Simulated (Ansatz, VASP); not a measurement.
Two plane-wave programs on Ru

```xyz
2
Lattice="2.7207 0.0000 0.0000 -1.3604 2.3562 0.0000 0.0000 0.0000 4.2961" Properties=species:S:1:pos:R:3 pbc="T T T"
Ru    0.0000    1.5708    1.0740
Ru    1.3604    0.7854    3.2220
```

Alike in both runs: functional PBE; k mesh 18 × 18 × 10; occupations fermi-dirac, width 0.08 eV; no spin polarisation.

Ansatz relaxed the structure, and its values are those at the end. VASP's run is a single point on that final structure, the one shown.

|  | VASP | Ansatz |
| --- | --- | --- |
| version | VASP 6.6.1 | Ansatz 0.2.0 |
| potentials or method | VASP PAW PBE potentials, release 64 (Ru_pv) | PAW with Ansatz's default frozen-core files, scalar-relativistic |
| plane-wave cutoff (eV) | 500 | 420 |
| valence electrons in the cell | 28 | 32 |

VASP gave:

```
pressure (GPa) : -0.1
```

Q: Which values does Ansatz return?

A: Pressure (GPa): 0.0.

VASP's potentials hold 28 valence electrons a cell and Ansatz's 32, so a difference there can come from the potentials and not from the codes.
